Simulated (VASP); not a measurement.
# Te6Mo3H (a cell with a defect) in VASP: further runs

The runs below take Te6Mo3H (a cell with a defect) through single point, with PBEsol+D3(BJ).

Everything below comes from runs of VASP 6.6.1. Logs are shortened: lines on timing, memory, paths and dates and some standing lists are left out, and cuts for length are marked.

### 1 The cell of the first run

The cell holds a defect, 10 atoms: a = 3.433 Å, b = 3.433 Å, c = 20.770 Å, α = 90.00°, β = 90.00°, γ = 120.00°.

### 2 Single point, PBEsol+D3(BJ)

Input file INCAR:

```
SYSTEM = Te6Mo3H
PREC = Accurate
ENCUT = 400
EDIFF = 1E-6
ISMEAR = 0
SIGMA = 0.05
LREAL = .False.
LASPH = .True.
NELM = 120
ALGO = Normal
ISIF = 2
LWAVE = .False.
LCHARG = .False.
GGA = PS
IVDW = 12
NBANDS = 50
GGA_COMPAT = .False.
```

Input file KPOINTS:

```
Automatic mesh
0
Gamma
  9 9 2
  0 0 0
```

Input file POSCAR:

```
Te6Mo3H
1.0
    3.4334342720      0.0000000000      0.0000000000
   -1.7167171360      2.9734413017      0.0000000000
    0.0000000000      0.0000000000     20.7704294686
Te Mo H
6 3 1
Direct
    0.0000000000      0.0000000000      0.9125759363
    0.3333333333      0.6666666667      0.5917818730
    0.3333333333      0.6666666667      0.2333053354
    0.3333333333      0.6666666667      0.7666946646
    0.3333333333      0.6666666667      0.4082181270
    0.0000000000      0.0000000000      0.0874240637
    0.0000000000      0.0000000000      0.6791511892
    0.0000000000      0.0000000000      0.3208488108
    0.3333333333      0.6666666667      0.0000000000
    0.2810235033      0.3905117517      0.1690103014
```

Potentials or basis: VASP PAW PBE potentials, release 64 (Te, Mo_sv, H).

Launch:

```console
> cat potpaw_PBE.64/Te/POTCAR potpaw_PBE.64/Mo_sv/POTCAR potpaw_PBE.64/H/POTCAR > POTCAR
> mpirun -np 1 vasp_std > vasp.out
```

OUTCAR:

```text
SYSTEM = Te6Mo3H
   PREC = Accurate
   ENCUT = 400
   EDIFF = 1E-6
   ISMEAR = 0
   LREAL = .False.
   LASPH = .True.
   NELM = 120
   ISIF = 2
   GGA = PS
   IVDW = 12
 IVDW          = 12

 ion  position               nearest neighbor table
   1  0.000  0.000  0.913-   9 2.69   9 2.69   9 2.69   4 3.62   4 3.62   4 3.62   6 3.63
   2  0.333  0.667  0.592-   7 2.69   7 2.69   7 2.69   4 3.63
   3  0.333  0.667  0.233-  10 1.60   8 2.69   8 2.69   8 2.69   6 3.62   6 3.62   6 3.62   5 3.63

   4  0.333  0.667  0.767-   7 2.69   7 2.69   7 2.69   1 3.62   1 3.62   1 3.62   2 3.63
   5  0.333  0.667  0.408-   8 2.69   8 2.69   8 2.69   3 3.63
   6  0.000  0.000  0.087-  10 2.08   9 2.69   9 2.69   9 2.69   3 3.62   3 3.62   3 3.62   1 3.63

   7  0.000  0.000  0.679-   2 2.69   2 2.69   2 2.69   4 2.69   4 2.69   4 2.69
   8  0.000  0.000  0.321-   5 2.69   5 2.69   5 2.69   3 2.69   3 2.69   3 2.69
   9  0.333  0.667  0.000-   1 2.69   6 2.69   1 2.69   6 2.69   1 2.69   6 2.69
  10  0.281  0.391  0.169-   3 1.60   6 2.08

  LATTYP: Found a hexagonal cell.
 ALAT       =     3.4334342720
 C/A-ratio  =     6.0494617992

  Lattice vectors:

 A1 = (   3.4334342720,   0.0000000000,   0.0000000000)
 A2 = (  -1.7167171360,   2.9734413017,   0.0000000000)
 A3 = (   0.0000000000,   0.0000000000,  20.7704294686)

Analysis of symmetry for initial positions (statically):
=====================================================================
 Subroutine PRICEL returns:
 Original cell was already a primitive cell.

 Routine SETGRP: Setting up the symmetry group for a
 hexagonal supercell.

 Subroutine GETGRP returns: Found  1 space group operations
 (whereof  1 operations were pure point group operations)
 out of a pool of 24 trial point group operations.

The static configuration has the point symmetry C_1 .

Analysis of symmetry for dynamics (positions and initial velocities):
=====================================================================
 Subroutine PRICEL returns:
 Original cell was already a primitive cell.

 Routine SETGRP: Setting up the symmetry group for a
 hexagonal supercell.

 Subroutine GETGRP returns: Found  1 space group operations
 (whereof  1 operations were pure point group operations)
 out of a pool of 24 trial point group operations.

The dynamic configuration has the point symmetry C_1 .

 Subroutine INISYM returns: Found  1 space group operations
 (whereof  1 operations are pure point group operations),
 and found     1 'primitive' translations

----------------------------------------------------------------------------------------

                                     Primitive cell

  volume of cell :     212.0477

  direct lattice vectors                    reciprocal lattice vectors
     3.433434272  0.000000000  0.000000000     0.291253573  0.168155329  0.000000000
    -1.716717136  2.973441302  0.000000000     0.000000000  0.336310658  0.000000000
     0.000000000  0.000000000 20.770429469     0.000000000  0.000000000  0.048145369

  length of vectors
     3.433434272  3.433434272 20.770429469     0.336310658  0.336310658  0.048145369

  position of ions in fractional coordinates (direct lattice)
     0.000000000  0.000000000  0.912575936
     0.333333333  0.666666667  0.591781873
     0.333333333  0.666666667  0.233305335
     0.333333333  0.666666667  0.766694665
     0.333333333  0.666666667  0.408218127
     0.000000000  0.000000000  0.087424064
     0.000000000  0.000000000  0.679151189
     0.000000000  0.000000000  0.320848811
     0.333333333  0.666666667  0.000000000
     0.281023503  0.390511752  0.169010301

  ion indices of the primitive-cell ions
   primitive index   ion index
                 1           1
                 2           2
                 3           3
                 4           4
                 5           5
                 6           6
                 7           7
                 8           8
                 9           9
                10          10

----------------------------------------------------------------------------------------

 KPOINTS: Automatic mesh

Automatic generation of k-mesh.
 Grid dimensions read from file:
 generate k-points for:    9    9    2

 Generating k-lattice:

  Cartesian coordinates                     Fractional coordinates (reciprocal lattice)
     0.032361508  0.018683925  0.000000000     0.111111111  0.000000000  0.000000000
     0.000000000  0.037367851  0.000000000     0.000000000  0.111111111  0.000000000
     0.000000000  0.000000000  0.024072685     0.000000000  0.000000000  0.500000000

  Length of vectors
     0.037367851  0.037367851  0.024072685

  Shift w.r.t. Gamma in fractional coordinates (k-lattice)
     0.000000000  0.000000000  0.000000000

 Subroutine IBZKPT returns following result:
 ===========================================

 Found     82 irreducible k-points:

 Following reciprocal coordinates:
            Coordinates               Weight
  0.000000  0.000000  0.000000      1.000000
  0.111111  0.000000  0.000000      2.000000
  0.000000  0.111111  0.000000      2.000000
 -0.111111  0.111111  0.000000      2.000000
  0.222222  0.000000  0.000000      2.000000
  0.000000  0.222222  0.000000      2.000000
[... 16 lines left out ...]
  0.333333  0.111111  0.000000      2.000000
 -0.111111  0.444444  0.000000      2.000000
 [... further k-points ...]
   k-points           NKPTS =     82   k-points in BZ     NKDIM =     82   number of bands    NBANDS=     50
   number of dos      NEDOS =    301   number of ions     NIONS =     10
   total plane-waves  NPLWV =  80640
   dimension x,y,z NGX =    24 NGY =   24 NGZ =  140
   dimension x,y,z NGXF=    48 NGYF=   48 NGZF=  280
   ions per type =               6   3   1
   NGX,Y,Z   is equivalent  to a cutoff of  11.62, 11.62, 11.21 a.u.
   NGXF,Y,Z  is equivalent  to a cutoff of  23.24, 23.24, 22.41 a.u.
 SYSTEM =  Te6Mo3H
   PREC   = accura    normal or accurate (medium, high low for compatibility)
   ISTART =      0    job   : 0-new  1-cont  2-samecut
   ICHARG =      2    charge: 1-file 2-atom 10-const
   ISPIN  =      1    spin polarized calculation?
   LNONCOLLINEAR =      F non collinear calculations
   LSORBIT =      F    spin-orbit coupling
   LASPH  =      T    aspherical Exc in radial PAW
   ENCUT  =  400.0 eV  29.40 Ry    5.42 a.u.   5.60  5.60 33.87*2*pi/ulx,y,z
   NELM   =    120;   NELMIN=  2; NELMDL= -5     # of ELM steps
   EDIFF  = 0.1E-05   stopping-criterion for ELM
   LREAL  =      F    real-space projection
   EDIFFG = 0.1E-04   stopping-criterion for IOM
   NSW    =      0    number of steps for IOM
   IBRION =     -1    ionic relax: 0-MD 1-quasi-New 2-CG
   NFREE  =      0    steps in history (QN), initial steepest desc. (CG)
   ISIF   =      2    stress and relaxation
   ISYM   =      2    0-nonsym 1-usesym 2-fastsym
   POTIM  = 0.5000    time-step for ionic-motion
   TEBEG  =    0.0;   TEEND  =   0.0 temperature during run
   PSTRESS=    0.0 pullay stress
   NELECT =      79.0000    total number of electrons
   NUPDOWN=      -1.0000    fix difference up-down
   EMIN   =  10.00;   EMAX   =-10.00  energy-range for DOS
   EFERMI =   0.00;   METHOD = LEGACY
   ISMEAR =     0;   SIGMA  =   0.05  broadening in eV -4-tet -1-fermi 0-gaus
   EFERMI_NEDOS =   21; number of points for ismear=-14 and -15
   IALGO  =     38    algorithm
   IMIX   =      4    mixing-type and parameters
     AMIX     =   0.40;   BMIX     =  1.00
     AMIX_MAG =   1.60;   BMIX_MAG =  1.00
  volume/ion in A,a.u.               =      21.20       143.10
  Fermi-wavevector in a.u.,A,eV,Ry     =   1.177984  2.226067 18.880069  1.387646
  Thomas-Fermi vector in A             =   2.314321
   LORBIT       =      0    0 simple, 1 ext, 2 COOP (PROOUT), +10 PAW based schemes
   GGA     = PS    functional components
   LHFCALC =     F    Hartree Fock is set to
   AEXX    =    0.0000 exact exchange contribution
   IVDW    =    12    specifies the selected vdW correction
   LEPSILON=     F    determine dielectric tensor
   LRPA    =     F    only Hartree local field effects (RPA)
 non-spin polarized calculation
 Gauss-broadening in eV      SIGMA  =   0.05
  energy-cutoff  :      400.00
  volume of cell :      212.05
 maximum number of plane-waves:      3908
   NGX = 11   NGY = 11   NGZ = 67

 number of electron      78.9999990 magnetization

 Free energy of the ion-electron system (eV)
  ---------------------------------------------------
  ext. energy  EPLUGINS =         0.00000000
  ---------------------------------------------------
  free energy    TOTEN  =       -60.10959075 eV

  energy without entropy =      -60.10550346  energy(sigma->0) =      -60.10754711

 E-fermi :   9.6605     XC(G=0): -10.9193

 val. band max:        9.6496298173   @ k =  -0.2222   0.1111   0.0000
 cond. band min:       9.6718930001   @ k =   0.1111   0.3333   0.0000
 fundamental gap:      0.0222631827
 Fermi energy:         9.6604634528

 k-point     1 :       0.0000    0.0000    0.0000
  band No.  band energies     occupation
      1     -51.7238      2.00000
      2     -51.6589      2.00000
      3     -51.5599      2.00000
      4     -26.0144      2.00000
      5     -25.9306      2.00000
      6     -25.8156      2.00000
[... 42 lines left out ...]
     49      12.5017      0.00000
     50      12.7123      0.00000

 k-point     2 :       0.1111    0.0000    0.0000
  band No.  band energies     occupation
      1     -51.7222      2.00000
      2     -51.6572      2.00000
      3     -51.5583      2.00000
      4     -26.0101      2.00000
      5     -25.9261      2.00000
      6     -25.8165      2.00000
[... 1158 lines left out ...]
 k-point    24 :      -0.1111    0.4444    0.0000
  band No.  band energies     occupation
      1     -51.7108      2.00000
      2     -51.6459      2.00000
      3     -51.5471      2.00000
      4     -25.9859      2.00000
      5     -25.9437      2.00000
      6     -25.8948      2.00000
[... 42 lines left out ...]
     49      12.0192      0.00000
     50      12.1677      0.00000

 [... further k-points ...]

------------------------ aborting loop because EDIFF is reached ----------------------------------------

 Edisp (eV)   -5.04379

 E8    (eV) :    -3.4317

  FORCE on cell =-STRESS in cart. coord.  units (eV):
  Direction    XX          YY          ZZ          XY          YZ          ZX
  --------------------------------------------------------------------------------------
  -------------------------------------------------------------------------------------
  Total       1.73283     1.71405     5.06976    -0.50735     3.34462    -1.20789
  in kB      13.09281    12.95091    38.30580    -3.83342    25.27110    -9.12649
  external pressure =       21.45 kB  Pullay stress =        0.00 kB

 VOLUME and BASIS-vectors are now :
 -----------------------------------------------------------------------------
  energy-cutoff  :      400.00
  volume of cell :      212.05
      direct lattice vectors                 reciprocal lattice vectors
     3.433434272  0.000000000  0.000000000     0.291253573  0.168155329  0.000000000
    -1.716717136  2.973441302  0.000000000     0.000000000  0.336310658  0.000000000
     0.000000000  0.000000000 20.770429469     0.000000000  0.000000000  0.048145369

 POSITION                                       TOTAL-FORCE (eV/Angst)
 -----------------------------------------------------------------------------------
      0.00000      0.00000     18.95459        -0.014899      0.003701     -0.129590
     -0.00000      1.98229     12.29156         0.000132      0.001122     -0.057554
     -0.00000      1.98229      4.84585        -0.496067      1.796827      2.497402
     -0.00000      1.98229     15.92458         0.001381      0.000478      0.042300
     -0.00000      1.98229      8.47887        -0.053524      0.011839      0.199648
      0.00000      0.00000      1.81584        -0.009716     -0.336091     -0.363231
      0.00000      0.00000     14.10626         0.001889     -0.001618      0.007920
      0.00000      0.00000      6.66417        -0.184096      0.041579      0.034029
     -0.00000      1.98229      0.00000        -0.063543     -0.056995      0.055027
      0.29448      1.16116      3.51042         0.818443     -1.460842     -2.285951
 -----------------------------------------------------------------------------------
    total drift:                                0.000038     -0.000117     -0.000078

  FREE ENERGIE OF THE ION-ELECTRON SYSTEM (eV)
  ---------------------------------------------------
  free  energy   TOTEN  =       -65.1533792549 eV

  energy  without entropy=      -65.1492919590  energy(sigma->0) =      -65.15133561
```

Wall time 9.4 min (1 thread of AMD EPYC 9R45 (Zen 5), shared host); peak memory 0.57 GiB.

What came out:

| Item | Value |
| --- | --- |
| Free energy | -65.1534 eV |
| Pressure | 2.1 GPa |
| Largest force | 3.116 eV/Å |
| Band gap on the k mesh | zero (an odd number of electrons rules out a gap without spin polarisation) |
| Dispersion energy per atom | -0.504 eV |

Forces in eV/Å, atoms in the order of the input:
```
Te  -0.015  0.004 -0.130
Te   0.000  0.001 -0.058
Te  -0.496  1.797  2.497
Te   0.001  0.000  0.042
Te  -0.054  0.012  0.200
Te  -0.010 -0.336 -0.363
Mo   0.002 -0.002  0.008
Mo  -0.184  0.042  0.034
Mo  -0.064 -0.057  0.055
H    0.818 -1.461 -2.286
```

Stress tensor (GPa, compression positive):
```
 1.31 -0.38 -0.91
-0.38  1.30  2.53
-0.91  2.53  3.83
```

Levels at points of the mesh, in eV from the Fermi level:
```csv
k point,band 35,band 36,band 37,band 38,band 39,band 40,band 41,band 42,band 43,band 44
"(0.00, 0.00, 0.00)",-1.51,-1.51,-1.41,-1.14,-0.50,0.64,1.92,2.32,2.36,2.55
"(0.00, 0.00, 0.50)",-1.51,-1.51,-1.29,-1.18,-0.50,0.64,1.92,2.32,2.36,2.53
```

Caveat: the PAW data sets were made with another functional, which shifts forces and pressure a little; spin-orbit coupling is left out, which moves the levels of the heavy elements.

### 3 Single point, PBEsol+D3(BJ)

Input file INCAR:

```
ALGO = Normal
EDIFF = 1E-6
ENCUT = 400
GGA = PS
GGA_COMPAT = F
ISIF = 2
ISMEAR = 0
IVDW = 12
LASPH = T
LCHARG = F
LREAL = F
LWAVE = F
NBANDS = 50
NELM = 120
PREC = Accurate
SIGMA = 0.05
```

Input file KPOINTS:

```
k-points
0
Gamma
  9 9 2
```

Edit POSCAR of step 2 so:

```diff
@@ -17,2 +17,2 @@
     0.3333333333      0.6666666667      0.0000000000
-    0.2810235033      0.3905117517      0.1690103014
+    0.1143568367      0.3905117517      0.3356769680
```

Potentials or basis: VASP PAW PBE potentials, release 64 (Te, Mo_sv, H).

Launch:

```console
> cat potpaw_PBE.64/Te/POTCAR potpaw_PBE.64/Mo_sv/POTCAR potpaw_PBE.64/H/POTCAR > POTCAR
> mpirun -np 1 vasp_std > vasp.out
```

Wall time 12 min (1 thread of AMD EPYC 9R45 (Zen 5), shared host); peak memory 0.57 GiB.

The run converged. Its results:

* Free energy: -62.6147 eV
* Pressure: 7.8 GPa
* Largest force: 14.902 eV/Å
* Band gap on the k mesh: zero (an odd number of electrons rules out a gap without spin polarisation)
* Dispersion energy per atom: -0.504 eV

Forces in eV/Å, atoms in the order of the input:
```
Te    0.004   0.002  -0.036
Te   -0.001   0.003  -0.079
Te    0.032   0.048  -0.844
Te   -0.001  -0.002   0.036
Te    0.510   1.016   2.994
Te    0.004   0.000   0.045
Mo    0.002   0.002  -0.006
Mo    4.045 -13.993  -3.149
Mo   -0.004  -0.006   0.003
H    -4.591  12.929   1.038
```

Stress tensor (GPa, compression positive):
```
 2.37 -3.68 -0.44
-3.68 15.80  4.36
-0.44  4.36  5.12
```

Levels at points of the mesh, in eV from the Fermi level:
| k point | band 35 | band 36 | band 37 | band 38 | band 39 | band 40 | band 41 | band 42 | band 43 | band 44 |
| --- | --- | --- | --- | --- | --- | --- | --- | --- | --- | --- |
| (0.00, 0.00, 0.00) | -1.36 | -1.36 | -1.27 | -0.43 | -0.29 | 2.35 | 2.38 | 2.57 | 2.64 | 2.71 |
| (0.00, 0.00, 0.50) | -1.36 | -1.36 | -1.20 | -0.43 | -0.29 | 2.35 | 2.38 | 2.57 | 2.65 | 2.70 |

Caveat: atoms lie so close that the PAW spheres overlap strongly, which falsifies energies and pressures; the PAW data sets were made with another functional, which shifts forces and pressure a little; spin-orbit coupling is left out, which moves the levels of the heavy elements.

(Continued in part 2 of 2.)
